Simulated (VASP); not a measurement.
# Ru in VASP: a series of runs

Ru is run at these levels: PBE; tasks: single point.

Everything below comes from runs of VASP 6.6.1. Logs are shortened: lines on timing, memory, paths and dates and some standing lists are left out, and cuts for length are marked.

**1. The cell of the first run**

The cell holds a sheet with vacuum, 2 atoms: a = 2.634 Å, b = 2.634 Å, c = 28.023 Å, α = 90.00°, β = 90.00°, γ = 120.00°.

**2. Single point, PBE**

INCAR

```
  PREC = Accurate
  ENCUT = 520
  EDIFF = 1E-6
  ISMEAR = 0
  SIGMA = 0.1
  LREAL = F
  LASPH = T
  NELM = 80
  ALGO = Normal
  ISIF = 2
  LWAVE = F
  LCHARG = F
  LDIPOL = T
  IDIPOL = 3
  DIPOL = 0.5 0.5 0.303
  GGA = PE
  NBANDS = 21
```

KPOINTS

```
Automatic mesh
0
Gamma
  6 6 1
```

POSCAR

```
Ru
1.0
    2.6344371992     -0.0000002771      0.0000000000
   -1.3172183596      2.2814896777      0.0000000000
    0.0000000000      0.0000000000     28.0234623200
Ru
2
Direct
    0.0000000000      0.0000000000      0.3433189452
    0.0000000000      0.0000000000      0.2633155886
```

Potentials or basis: VASP PAW PBE potentials, release 64 (Ru_pv).

Run with:

```
cat potpaw_PBE.64/Ru_pv/POTCAR > POTCAR
mpirun -np 1 vasp_std > vasp.out
```

OUTCAR:

```text
PREC = Accurate
   ENCUT = 520
   EDIFF = 1E-6
   ISMEAR = 0
   LREAL = F
   LASPH = T
   NELM = 80
   ISIF = 2
   GGA = PE

 ion  position               nearest neighbor table
   1  0.000  0.000  0.343-   2 2.24
   2  0.000  0.000  0.263-   1 2.24

  LATTYP: Found a hexagonal cell.
 ALAT       =     2.6344371992
 C/A-ratio  =    10.6373620630

  Lattice vectors:

 A1 = (   2.6344371992,  -0.0000002771,   0.0000000000)
 A2 = (  -1.3172183596,   2.2814896777,   0.0000000000)
 A3 = (   0.0000000000,   0.0000000000,  28.0234623200)

Analysis of symmetry for initial positions (statically):
=====================================================================
 Subroutine PRICEL returns:
 Original cell was already a primitive cell.

 Routine SETGRP: Setting up the symmetry group for a
 hexagonal supercell.

 Subroutine GETGRP returns: Found 24 space group operations
 (whereof 12 operations were pure point group operations)
 out of a pool of 24 trial point group operations.

The static configuration has the point symmetry C_6v.
 The point group associated with its full space group is D_6h.

Analysis of symmetry for dynamics (positions and initial velocities):
=====================================================================
 Subroutine PRICEL returns:
 Original cell was already a primitive cell.

 Routine SETGRP: Setting up the symmetry group for a
 hexagonal supercell.

 Subroutine GETGRP returns: Found 24 space group operations
 (whereof 12 operations were pure point group operations)
 out of a pool of 24 trial point group operations.

The dynamic configuration has the point symmetry C_6v.
 The point group associated with its full space group is D_6h.

 Subroutine INISYM returns: Found 24 space group operations
 (whereof 12 operations are pure point group operations),
 and found     1 'primitive' translations

----------------------------------------------------------------------------------------

                                     Primitive cell

  volume of cell :     168.4334

  direct lattice vectors                    reciprocal lattice vectors
     2.634437199 -0.000000277  0.000000000     0.379587739  0.219155030  0.000000000
    -1.317218360  2.281489678  0.000000000     0.000000046  0.438310140  0.000000000
     0.000000000  0.000000000 28.023462320     0.000000000  0.000000000  0.035684384

  length of vectors
     2.634437199  2.634437199 28.023462320     0.438310140  0.438310140  0.035684384

[... 65 lines left out ...]
   NSW    =      0    number of steps for IOM
   IBRION =     -1    ionic relax: 0-MD 1-quasi-New 2-CG
   NFREE  =      0    steps in history (QN), initial steepest desc. (CG)
   ISIF   =      2    stress and relaxation
   ISYM   =      2    0-nonsym 1-usesym 2-fastsym
   POTIM  = 0.5000    time-step for ionic-motion
   TEBEG  =    0.0;   TEEND  =   0.0 temperature during run
   PSTRESS=    0.0 pullay stress
   NELECT =      28.0000    total number of electrons
   NUPDOWN=      -1.0000    fix difference up-down
   EMIN   =  10.00;   EMAX   =-10.00  energy-range for DOS
   EFERMI =   0.00;   METHOD = LEGACY
   ISMEAR =     0;   SIGMA  =   0.10  broadening in eV -4-tet -1-fermi 0-gaus
   EFERMI_NEDOS =   21; number of points for ismear=-14 and -15
   IALGO  =     38    algorithm
   IMIX   =      4    mixing-type and parameters
     AMIX     =   0.40;   BMIX     =  1.00
     AMIX_MAG =   1.60;   BMIX_MAG =  1.00
  volume/ion in A,a.u.               =      84.22       568.32
  Fermi-wavevector in a.u.,A,eV,Ry     =   0.900157  1.701050 11.024558  0.810282
  Thomas-Fermi vector in A             =   2.023080
   LORBIT       =      0    0 simple, 1 ext, 2 COOP (PROOUT), +10 PAW based schemes
   GGA     = PE    functional components
   LHFCALC =     F    Hartree Fock is set to
   AEXX    =    0.0000 exact exchange contribution
   IVDW    =     0    specifies the selected vdW correction
   LEPSILON=     F    determine dielectric tensor
   LRPA    =     F    only Hartree local field effects (RPA)
 non-spin polarized calculation
 Gauss-broadening in eV      SIGMA  =   0.10
  energy-cutoff  :      520.00
  volume of cell :      168.43
 maximum number of plane-waves:      4599
 NGX is ok and might be reduce to    20
   NGX =  9   NGY =  9   NGZ =105

 dipolmoment           0.000000      0.000000     -0.000004 electrons x Angstroem

 number of electron      28.0000008 magnetization

 dipolmoment           0.000000      0.000000      0.000001 electrons x Angstroem

 Free energy of the ion-electron system (eV)
  ---------------------------------------------------
  ext. energy  EPLUGINS =         0.00000000
  ---------------------------------------------------
  free energy    TOTEN  =       -16.49717966 eV

  energy without entropy =      -16.48003427  energy(sigma->0) =      -16.48860696

 E-fermi :  -2.0529     XC(G=0):  -2.9867

 val. band max:       -2.0834012450   @ k =   0.3333   0.1667   0.0000
 cond. band min:      -1.7769763506   @ k =   0.3333   0.0000   0.0000
 fundamental gap:      0.3064248944
 Fermi energy:        -2.0529488583

 k-point     1 :       0.0000    0.0000    0.0000
  band No.  band energies     occupation
      1     -45.8863      2.00000
      2     -44.5843      2.00000
      3     -44.5843      2.00000
      4     -44.5474      2.00000
      5     -44.4413      2.00000
      6     -44.4413      2.00000
[... 157 lines left out ...]
     20       7.7940      0.00000
     21       8.5154      0.00000

------------------------ aborting loop because EDIFF is reached ----------------------------------------

 vacuum level on the upper side and lower side of the slab       (xc-potential included)        -0.008        -0.008

  FORCE on cell =-STRESS in cart. coord.  units (eV):
  Direction    XX          YY          ZZ          XY          YZ          ZX
  --------------------------------------------------------------------------------------
  -------------------------------------------------------------------------------------
  Total       -0.0156568     -0.0156568      0.2057701     -0.0000000      0.0000000     -0.0000000
  in kB       -0.1489312     -0.1489312      1.9573332     -0.0000000      0.0000000     -0.0000000
  external PRESSURE =       0.5531569 kB  Pullay stress =       0.0000000 kB

 VOLUME and BASIS-vectors are now :
 -----------------------------------------------------------------------------
  energy-cutoff  :      520.00
  volume of cell :      168.43
      direct lattice vectors                 reciprocal lattice vectors
     2.634437199 -0.000000277  0.000000000     0.379587739  0.219155030  0.000000000
    -1.317218360  2.281489678  0.000000000     0.000000046  0.438310140  0.000000000
     0.000000000  0.000000000 28.023462320     0.000000000  0.000000000  0.035684384

 POSITION                                       TOTAL-FORCE (eV/Angst)
 -----------------------------------------------------------------------------------
      0.00000      0.00000      9.62099         0.000000      0.000000      0.101673
      0.00000      0.00000      7.37901        -0.000000     -0.000000     -0.101673
 -----------------------------------------------------------------------------------
    total drift:                               -0.000000     -0.000000      0.000022

  FREE ENERGIE OF THE ION-ELECTRON SYSTEM (eV)
  ---------------------------------------------------
  free  energy   TOTEN  =       -16.4971796557 eV

  energy  without entropy=      -16.4800342695  energy(sigma->0) =      -16.48860696

 vacuum level on the upper side and lower side of the slab         2.921         2.921
```

Run time: 36 s. Hardware: 1 thread of Intel Xeon Platinum 8375C at 2.90GHz (Ice Lake), shared host; peak memory 0.27 GiB.

What came out:

```
Free energy            : -16.4972 eV
Largest force          : 0.102 eV/Å
Band gap on the k mesh : zero (band 14 reaches -0.30 eV, above the bottom of band 15 at -3.02 eV)
```

Forces on the atoms (eV/Å):
```
Ru   0.000  0.000  0.102
Ru   0.000  0.000 -0.102
```

Caveat: the k points lie up to 0.46 Å⁻¹ apart.

**3. Single point, PBE, collinear spin, ferromagnetic start**

INCAR

```
SYSTEM = Ru
PREC = Accurate ; ENCUT = 520
EDIFF = 1E-6 ; ISMEAR = 0
SIGMA = 0.1 ; LREAL = .False.
LASPH = .True. ; NELM = 150
ALGO = Normal ; ISIF = 2
LWAVE = .False. ; LCHARG = .False.
ISPIN = 2 ; MAGMOM = 1 1
LORBIT = 11 ; LMAXMIX = 4
LDIPOL = .True. ; IDIPOL = 3
DIPOL = 0.5 0.5 0.303 ; GGA = PE
NBANDS = 25
```

KPOINTS

```
regular mesh
0
Gamma
  6 6 1
  0 0 0
```

POSCAR is that of step 2.

Potentials or basis: VASP PAW PBE potentials, release 64 (Ru_pv).

Run with:

```
cat potpaw_PBE.64/Ru_pv/POTCAR > POTCAR
mpirun -np 1 vasp_std > vasp.out
```

It took 1.9 min on 1 thread of Intel Xeon Platinum 8375C at 2.90GHz (Ice Lake), shared host; peak memory 0.34 GiB.

It converged, with:

```yaml
Free_energy: -16.4972 eV
Largest_force: 0.102 eV/Å
Band_gap_on_the_k_mesh: zero (filled and empty bands overlap)
Net_moment: 0.00 μB per cell
Valence_electrons_inside_the_program's_atomic_spheres: Ru 12.68
```

Forces in eV/Å, atoms in the order of the input:
```
Ru   0.000  0.000  0.102
Ru   0.000  0.000 -0.102
```

Levels at points of the mesh, in eV from the Fermi level:
Spin up:
```tsv
k point	band 11	band 12	band 13	band 14	band 15	band 16	band 17	band 18
(0.00, 0.00, 0.00)	-2.41	-1.80	-1.80	-0.87	-0.87	-0.65	0.73	1.51
(0.50, 0.00, 0.00)	-2.06	-1.81	0.85	1.76	2.03	2.11	2.32	5.93
```
Spin down:
| k point | band 10 | band 11 | band 12 | band 13 | band 14 | band 15 | band 16 | band 17 | band 18 | band 19 |
| --- | --- | --- | --- | --- | --- | --- | --- | --- | --- | --- |
| (0.00, 0.00, 0.00) | -2.41 | -2.41 | -1.80 | -1.80 | -0.87 | -0.87 | -0.65 | 0.73 | 1.51 | 1.51 |
| (0.50, 0.00, 0.00) | -3.19 | -2.06 | -1.81 | 0.85 | 1.76 | 2.03 | 2.11 | 2.32 | 5.93 | 7.86 |

Caveat: the k points lie up to 0.46 Å⁻¹ apart.

**4. Single point, PBE**

This run uses another cell than the first one, of 83.41 Å³/atom, 0.990 times its volume.

INCAR

```
SYSTEM = Ru
PREC = Accurate
ENCUT = 520
EDIFF = 1E-7
ISMEAR = 0
SIGMA = 0.1
LREAL = .FALSE.
LASPH = .TRUE.
NELM = 100
ALGO = Normal
ISIF = 2
LWAVE = .FALSE.
LCHARG = .TRUE.
LDIPOL = .TRUE.
IDIPOL = 3
DIPOL = 0.5 0.5 0.303
GGA = PE
LELF = .TRUE.
LVHAR = .TRUE.
LVACPOTAV = .TRUE.
NBANDS = 21
```

KPOINTS

```
Automatic mesh
0
G
  24 24 1
  0 0 0
```

POSCAR

```
Ru
1.0
    2.6217539754     -0.0000002758      0.0000000000
   -1.3108767489      2.2705056831      0.0000000000
    0.0000000000      0.0000000000     28.0234623200
Ru
2
Direct
    0.0000000000      0.0000000000      0.3436460302
    0.0000000000      0.0000000000      0.2629885036
```

Potentials or basis: VASP PAW PBE potentials, release 64 (Ru_pv).

Run with:

```
cat potpaw_PBE.64/Ru_pv/POTCAR > POTCAR
mpirun -np 1 vasp_std > vasp.out
```

OUTCAR:

```text
SYSTEM = Ru
   PREC = Accurate
   ENCUT = 520
   EDIFF = 1E-7
   ISMEAR = 0
   LREAL = .FALSE.
   LASPH = .TRUE.
   NELM = 100
   ISIF = 2
   GGA = PE

 ion  position               nearest neighbor table
   1  0.000  0.000  0.344-   2 2.26
   2  0.000  0.000  0.263-   1 2.26

  LATTYP: Found a hexagonal cell.
 ALAT       =     2.6217539754
 C/A-ratio  =    10.6888222857

  Lattice vectors:

 A1 = (   2.6217539754,  -0.0000002758,   0.0000000000)
 A2 = (  -1.3108767489,   2.2705056831,   0.0000000000)
 A3 = (   0.0000000000,   0.0000000000,  28.0234623200)

Analysis of symmetry for initial positions (statically):
=====================================================================
 Subroutine PRICEL returns:
 Original cell was already a primitive cell.

 Routine SETGRP: Setting up the symmetry group for a
 hexagonal supercell.

 Subroutine GETGRP returns: Found 24 space group operations
 (whereof 12 operations were pure point group operations)
 out of a pool of 24 trial point group operations.

The static configuration has the point symmetry C_6v.
 The point group associated with its full space group is D_6h.

Analysis of symmetry for dynamics (positions and initial velocities):
=====================================================================
 Subroutine PRICEL returns:
 Original cell was already a primitive cell.

 Routine SETGRP: Setting up the symmetry group for a
 hexagonal supercell.

 Subroutine GETGRP returns: Found 24 space group operations
 (whereof 12 operations were pure point group operations)
 out of a pool of 24 trial point group operations.

The dynamic configuration has the point symmetry C_6v.
 The point group associated with its full space group is D_6h.

 Subroutine INISYM returns: Found 24 space group operations
 (whereof 12 operations are pure point group operations),
 and found     1 'primitive' translations

[... 115 lines left out ...]
  volume/ion in A,a.u.               =      83.41       562.86
  Fermi-wavevector in a.u.,A,eV,Ry     =   0.903058  1.706531 11.095726  0.815513
  Thomas-Fermi vector in A             =   2.026337
   LORBIT       =      0    0 simple, 1 ext, 2 COOP (PROOUT), +10 PAW based schemes
   GGA     = PE    functional components
   LHFCALC =     F    Hartree Fock is set to
   AEXX    =    0.0000 exact exchange contribution
   IVDW    =     0    specifies the selected vdW correction
   LEPSILON=     F    determine dielectric tensor
   LRPA    =     F    only Hartree local field effects (RPA)
 non-spin polarized calculation
 Gauss-broadening in eV      SIGMA  =   0.10
  energy-cutoff  :      520.00
  volume of cell :      166.82
 maximum number of plane-waves:      4563
 NGX is ok and might be reduce to    20
   NGX =  9   NGY =  9   NGZ =105

 dipolmoment           0.000000      0.000000      0.000002 electrons x Angstroem

 number of electron      28.0000004 magnetization

 dipolmoment           0.000000      0.000000     -0.000000 electrons x Angstroem

 Free energy of the ion-electron system (eV)
  ---------------------------------------------------
  ext. energy  EPLUGINS =         0.00000000
  ---------------------------------------------------
  free energy    TOTEN  =       -16.55758114 eV

  energy without entropy =      -16.54815357  energy(sigma->0) =      -16.55286735

 E-fermi :  -2.1157     XC(G=0):  -2.9981

 val. band max:       -2.1624009397   @ k =   0.2083   0.0417   0.0000
 cond. band min:      -2.0715414266   @ k =   0.4167   0.1250   0.0000
 fundamental gap:      0.0908595132
 Fermi energy:        -2.1157045171

 k-point     1 :       0.0000    0.0000    0.0000
  band No.  band energies     occupation
      1     -45.7200      2.00000
      2     -44.4778      2.00000
      3     -44.4778      2.00000
      4     -44.4618      2.00000
      5     -44.3460      2.00000
      6     -44.3460      2.00000
[... 565 lines left out ...]
     20       6.7447      0.00000
     21       7.0777      0.00000

 [... further k-points ...]

------------------------ aborting loop because EDIFF is reached ----------------------------------------

 vacuum level on the upper side and lower side of the slab       (xc-potential included)        -0.123        -0.123

  FORCE on cell =-STRESS in cart. coord.  units (eV):
  Direction    XX          YY          ZZ          XY          YZ          ZX
  --------------------------------------------------------------------------------------
  -------------------------------------------------------------------------------------
  Total        0.0041670      0.0041670      0.2143250     -0.0000000      0.0000000      0.0000000
  in kB        0.0400216      0.0400216      2.0584825     -0.0000000      0.0000000      0.0000000
  external PRESSURE =       0.7128419 kB  Pullay stress =       0.0000000 kB

 VOLUME and BASIS-vectors are now :
 -----------------------------------------------------------------------------
  energy-cutoff  :      520.00
  volume of cell :      166.82
      direct lattice vectors                 reciprocal lattice vectors
     2.621753975 -0.000000276  0.000000000     0.381424066  0.220215234  0.000000000
    -1.310876749  2.270505683  0.000000000     0.000000046  0.440430547  0.000000000
     0.000000000  0.000000000 28.023462320     0.000000000  0.000000000  0.035684384

 POSITION                                       TOTAL-FORCE (eV/Angst)
 -----------------------------------------------------------------------------------
      0.00000      0.00000      9.63015         0.000000      0.000000      0.105399
      0.00000      0.00000      7.36985        -0.000000     -0.000000     -0.105399
 -----------------------------------------------------------------------------------
    total drift:                               -0.000000     -0.000000     -0.000179

  FREE ENERGIE OF THE ION-ELECTRON SYSTEM (eV)
  ---------------------------------------------------
  free  energy   TOTEN  =       -16.5575811374 eV

  energy  without entropy=      -16.5481535673  energy(sigma->0) =      -16.55286735

 vacuum level on the upper side and lower side of the slab         2.956         2.956
```

It took 3.8 min on 1 thread of Intel Xeon Platinum 8375C at 2.90GHz (Ice Lake), shared host; peak memory 0.37 GiB.

What came out:

- Free energy: -16.5576 eV
- Largest force: 0.105 eV/Å
- Band gap on the k mesh: zero (band 14 reaches -0.25 eV, above the bottom of band 15 at -2.95 eV)
- Work function of the upper face: 5.07 eV
- Work function of the lower face: 5.07 eV

Forces on the atoms (eV/Å):
```
Ru   0.000  0.000  0.105
Ru   0.000  0.000 -0.105
```

**5. Single point, PBE**

INCAR

```
SYSTEM = Ru
  PREC = Accurate
  ENCUT = 520
  EDIFF = 1E-6
  ISMEAR = 0
  SIGMA = 0.1
  LREAL = .False.
  LASPH = .True.
  NELM = 80
  ALGO = Normal
  ISIF = 2
  LWAVE = .False.
  LCHARG = .True.
  LDIPOL = .True.
  IDIPOL = 3
  DIPOL = 0.5 0.5 0.303
  GGA = PE
  LELF = .True.
  LVHAR = .True.
  LVACPOTAV = .True.
  NBANDS = 21
```

KPOINTS

```
regular mesh
0
Gamma
  24 24 1
  0 0 0
```

POSCAR

```
Ru
1.0
    2.6344371992     -0.0000002771      0.0000000000
   -1.3172183596      2.2814896777      0.0000000000
    0.0000000000      0.0000000000     28.0234623200
Ru
2
Direct
    0.0000000000      0.0000000000      0.3433189452
    0.0000000000      0.0000000000      0.2633155886
```

Run with:

```
cat potpaw_PBE.64/Ru_pv/POTCAR > POTCAR
mpirun -np 1 vasp_std > vasp.out
```

Wall time 3.3 min (1 thread of Intel Xeon Platinum 8375C at 2.90GHz (Ice Lake), shared host); peak memory 0.37 GiB.

The run converged. Its results:

```yaml
Free_energy: -16.5513 eV
Largest_force: 0.338 eV/Å
Band_gap_on_the_k_mesh: zero (band 14 reaches -0.25 eV, above the bottom of band 15 at -3.09 eV)
```

Forces in eV/Å, atoms in the order of the input:
```
Ru   0.000  0.000  0.338
Ru   0.000  0.000 -0.338
```

Levels at points of the mesh, in eV from the Fermi level:
| k point | band 11 | band 12 | band 13 | band 14 | band 15 | band 16 | band 17 | band 18 |
| --- | --- | --- | --- | --- | --- | --- | --- | --- |
| (0.00, 0.00, 0.00) | -2.28 | -1.68 | -1.68 | -0.74 | -0.74 | -0.56 | 0.81 | 1.64 |
| (0.50, 0.00, 0.00) | -1.95 | -1.68 | 0.98 | 1.89 | 2.16 | 2.21 | 2.45 | 6.03 |

(Part 1 of 2 ends here.)
